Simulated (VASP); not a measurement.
**Al3W: relaxation of cell and atoms with PBE**

Crystal: Al3W.

```
Al W
1.0
     0.00000    3.13458    3.13458
     3.13458    0.00000    3.13458
     3.13458    3.13458    0.00000
Al W
3 1
Direct
  0.50000 0.50000 0.50000
  0.25000 0.25000 0.25000
  0.75000 0.75000 0.75000
  0.00000 0.00000 0.00000
```

The cell was built from a structure type or drawn by symmetry, and may not be a known phase.

```json
{"Program": "VASP 6.6.1", "Task": "relaxation of cell and atoms", "Functional": "PBE", "Potentials or basis": "VASP PAW PBE potentials, release 64 (Al, W_sv)", "Cutoff": "500 eV", "k mesh": "12 × 12 × 12", "Occupations": "gaussian, width 0.1 eV", "Spin": "no spin polarisation", "Dipole correction": "no", "Further INCAR settings": "ALGO = Normal; EDIFF = 1e-07; IBRION = 2; EDIFFG = -0.01; NSW = 100; ISIF = 3"}
```

```json
{
  "Relaxed volume": "15.46 Å³/atom",
  "Relaxed cell": "a = 4.439 Å, b = 4.439 Å, c = 4.439 Å, α = 60.00°, β = 60.00°, γ = 60.00°",
  "Space group after relaxing (to 0.1 Å)": "Fm-3m (No. 225)",
  "Energy gained by relaxing": "0.1 meV/atom",
  "Ionic steps": "3",
  "Pressure after relaxing": "0.0 GPa",
  "Band gap on the k mesh": "zero (an odd number of electrons rules out a gap without spin polarisation)"
}
```

Step by step:
| step | energy change (eV) | largest force (eV/Å) | pressure (GPa) | volume (Å³) |
| --- | --- | --- | --- | --- |
| 1 | 0.0000 | 0.0000 | 0.54 | 61.60 |
| 2 | -0.0001 | 0.0000 | -0.43 | 62.06 |
| 3 | -0.0004 | 0.0000 | 0.00 | 61.85 |

Final structure:
```
CELL_PARAMETERS angstrom
0.00000 3.13885 3.13885
3.13885 0.00000 3.13885
3.13885 3.13885 0.00000
ATOMIC_POSITIONS crystal
Al 0.50000 0.50000 0.50000
Al 0.25000 0.25000 0.25000
Al 0.75000 0.75000 0.75000
W 0.00000 0.00000 0.00000
```

Levels at points of the mesh, in eV from the Fermi level:
```tsv
k point	band 7	band 8	band 9	band 10	band 11	band 12	band 13	band 14	band 15
(0.00, 0.00, 0.00)	-3.38	-3.38	-1.28	-1.28	-0.10	-0.10	-0.10	0.65	2.85
(0.50, 0.00, 0.00)	-3.68	-3.68	-1.35	-0.72	-0.56	-0.56	-0.23	-0.23	4.33
(0.50, 0.50, 0.00)	-5.34	-3.54	-3.54	-2.66	-0.43	-0.43	-0.12	2.85	4.89
```

Wall time 72 s on 1 thread of Intel(R) Xeon(R) Platinum 8259CL CPU @ 2.50GHz (Skylake/Cascade Lake), with other jobs on the host, peak memory 0.22 GiB.

Caveat: spin-orbit coupling is left out, which moves the levels of the heavy elements.
